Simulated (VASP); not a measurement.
Wanted: the native input for a VASP 6.6.1 run.

- Task: single point
- Functional: PBE
- Potentials or basis: VASP PAW PBE potentials, release 64 (Al, Ni)
- Cutoff: 520 eV
- k mesh: 14 × 14 × 14
- Occupations: gaussian, width 0.15 eV
- Spin: collinear spin, ferromagnetic start
- Starting moments: [0.0, 0.25, 0.25, 0.25] μB
- Fixed moment: 0.75 μB
- Dipole correction: no
- Further INCAR settings: ALGO = Fast; EDIFF = 1e-07; NBANDS = 28

The structure of AlNi3 lies in POSCAR:

```
AlNi3
1.0
    0.0000000000      2.9967371934      2.9967371934
    2.9967371934      0.0000000000      2.9967371934
    2.9967371934      2.9967371934      0.0000000000
Al Ni
1 3
Direct
    0.5000000000      0.5000000000      0.5000000000
    0.2500000000      0.2500000000      0.2500000000
    0.0000000000      0.0000000000      0.0000000000
    0.7500000000      0.7500000000      0.7500000000
```

The input as run:

INCAR

```
SYSTEM = AlNi3
PREC = Accurate
ENCUT = 520
EDIFF = 1E-7
ISMEAR = 0
SIGMA = 0.15
LREAL = .FALSE.
LASPH = .TRUE.
NELM = 150
ALGO = Fast
ISIF = 2
LWAVE = .FALSE.
LCHARG = .TRUE.
ISPIN = 2
MAGMOM = 0 0.25 0.25 0.25
LORBIT = 11
NUPDOWN = 0.75
LMAXMIX = 4
GGA = PE
LELF = .TRUE.
LVHAR = .TRUE.
NBANDS = 28
```

KPOINTS

```
Automatic mesh
0
G
  14 14 14
  0 0 0
```

Potentials or basis: VASP PAW PBE potentials, release 64 (Al, Ni).

Launch:

```sh
$ cat potpaw_PBE.64/Al/POTCAR potpaw_PBE.64/Ni/POTCAR > POTCAR
$ mpirun -np 1 vasp_std > vasp.out
```

It gave:

- Pressure: -19.7 GPa
- Net moment: 0.75 μB per cell
- Site moments: Al -0.00; Ni +0.21, +0.35 (each value once) μB
- Valence electrons inside the program's atomic spheres: Al 0.73; Ni 9.15, 9.09 (each value once)

Caveat: the cell stands under tension; the total moment is fixed, so each spin has its own Fermi level and the state may be an excited one.

It took 2.5 min on 1 thread of AMD EPYC 9R45 96-Core Processor (Zen 5) (shared host), peak memory 0.33 GiB.
